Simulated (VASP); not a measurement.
A run of VASP 6.6.1:

The input POSCAR:

```
BN
1.0
   -0.0270722063      1.8048137558      1.8048137558
    1.8048137558     -0.0270722063      1.8048137558
    1.7777415495      1.7777415495      0.0000000000
B N
1 1
Direct
    0.0000000000      0.0000000000      0.0000000000
    0.7500000000      0.7500000000      0.7500000000
```

File INCAR.step1:

```
SYSTEM = BN
PREC = Accurate ; ENCUT = 520
ISMEAR = 0 ; SIGMA = 0.05
LREAL = .FALSE. ; LASPH = .TRUE.
NELM = 100 ; NBANDS = 11
GGA = PE ; ALGO = Normal
EDIFF = 1E-4 ; LWAVE = .TRUE.
LCHARG = .FALSE.
```

INCAR.step2

```
SYSTEM = BN
PREC = Accurate ; ENCUT = 520
EDIFF = 1E-6 ; ISMEAR = 0
SIGMA = 0.05 ; LREAL = .FALSE.
LASPH = .TRUE. ; NELM = 100
ALGO = Normal ; ISIF = 2
LWAVE = .FALSE. ; LCHARG = .TRUE.
METAGGA = R2SCAN ; LMIXTAU = .TRUE.
LELF = .TRUE. ; LVHAR = .TRUE.
NBANDS = 11 ; ISTART = 1
```

Contents of KPOINTS:

```
Automatic mesh
0
G
  12 12 12
  0 0 0
```

Potentials or basis: VASP PAW PBE potentials, release 64 (B, N).

Command:

```sh
$ cat potpaw_PBE.64/B/POTCAR potpaw_PBE.64/N/POTCAR > POTCAR
$ cp INCAR.step1 INCAR
$ mpirun -np 1 vasp_std > vasp.out
$ cp INCAR.step2 INCAR
$ mpirun -np 1 vasp_std > vasp.out
```

Hardware: 1 thread of Intel Xeon 6975P-C, with other jobs on the host.

How long does it take, and how much memory?

It took 98 s on 1 thread of Intel Xeon 6975P-C, with other jobs on the host, peak memory 0.15 GiB. Counts: k points 280.
